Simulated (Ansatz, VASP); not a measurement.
**BN in VASP and in Ansatz**

INCAR

```
PREC = Accurate
ENCUT = 600
EDIFF = 1E-6
ISMEAR = 0
SIGMA = 0.05
LREAL = F
LASPH = T
NELM = 100
ALGO = Normal
ISIF = 3
LWAVE = F
LCHARG = F
GGA = PE
IVDW = 12
IBRION = 2
NSW = 80
EDIFFG = -0.01
```

KPOINTS

```
Automatic mesh
0
Gamma
  12 12 4
```

File POSCAR:

```
BN
1.0
    2.4982400000      0.0000000000      0.0000000000
   -1.2491200000      2.1635393048      0.0000000000
    0.0000000000      0.0000000000      6.6357000000
B N
2 2
Direct
    0.3333333333      0.6666666667      0.2500000000
    0.6666666667      0.3333333333      0.7500000000
    0.3333333333      0.6666666667      0.7500000000
    0.6666666667      0.3333333333      0.2500000000
```

Input for Ansatz:

```yaml
crystal:
  lattice:
    - [2.49824, 0.0, 0.0]
    - [-1.24912, 2.1635393048, 0.0]
    - [0.0, 0.0, 6.6357]
  atoms:
    - { symbol: B, position: [0.3333333333, 0.6666666667, 0.25] }
    - { symbol: B, position: [0.6666666667, 0.3333333333, 0.75] }
    - { symbol: "N", position: [0.3333333333, 0.6666666667, 0.75] }
    - { symbol: "N", position: [0.6666666667, 0.3333333333, 0.25] }
basis:
  ecutwfc: 420
  ecutrho_ratio: 4
kpoints:
  mp_grid: { grid: [12, 12, 4] }
hamiltonian:
  xc: pbe
  dispersion: d3bj
scf:
  occupations: { method: gaussian, width: 0.05 }
output:
  forces: true
  stress: true
  eigenvalues: true
relax:
  f_tol: 0.01
  max_steps: 60
  cell: { stress_tol: 0.04 }
```

Alike in both runs: task relaxation of cell and atoms; functional PBE; dispersion D3(BJ); k mesh 12 × 12 × 4; occupations gaussian, width 0.05 eV; no spin polarisation.

```csv
,VASP,Ansatz
version,VASP 6.6.1,Ansatz 0.2.0
potentials or method,"VASP PAW PBE potentials, release 64 (B, N), cutoff 600 eV","scalar-relativistic, plane waves, PAW"
valence electrons in the cell,16,16
```

```tsv
	VASP	Ansatz	Ansatz less VASP
gap on the k mesh at the Fermi level, each at its own relaxed structure (eV)	4.26	4.27	+0.018
relaxed volume (Å³/atom)	8.95	9.00	+0.042
relaxed cell length with the largest relative difference (Å)	6.584	6.614	+0.0299
```
